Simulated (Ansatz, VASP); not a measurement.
SiC: VASP beside Ansatz

```xyz
2
Lattice="0.0000 2.1784 2.1784 2.1784 0.0000 2.1784 2.1784 2.1784 0.0000" Properties=species:S:1:pos:R:3 pbc="T T T"
Si    0.0000    0.0000    0.0000
C     1.0892    1.0892    1.0892
```

Alike in both runs: functional PBEsol; k mesh 10 × 10 × 10; occupations gaussian, width 0.02 eV; no spin polarisation.

Ansatz relaxed the structure, and its values are those at the end. VASP's run is a single point on that final structure, the one shown.

```csv
,VASP,Ansatz
version,VASP 6.6.1,Ansatz 0.2.0
potentials or method,"VASP PAW PBE potentials, release 64 (Si, C), cutoff 600 eV","scalar-relativistic, plane waves, PAW"
valence electrons in the cell,8,8
```

VASP gave:

| Quantity | Value |
| --- | --- |
| gap on the k mesh at the Fermi level (eV) | 1.23 |
| least direct gap on the mesh (eV) | 4.44 |
| pressure (GPa) | 0.2 |

Problem. What did Ansatz give for the same quantities?

Solution. gap on the k mesh at the Fermi level (eV): 1.24; least direct gap on the mesh (eV): 4.45; pressure (GPa): 0.0.

VASP's potentials were made for PBE, not for PBEsol.
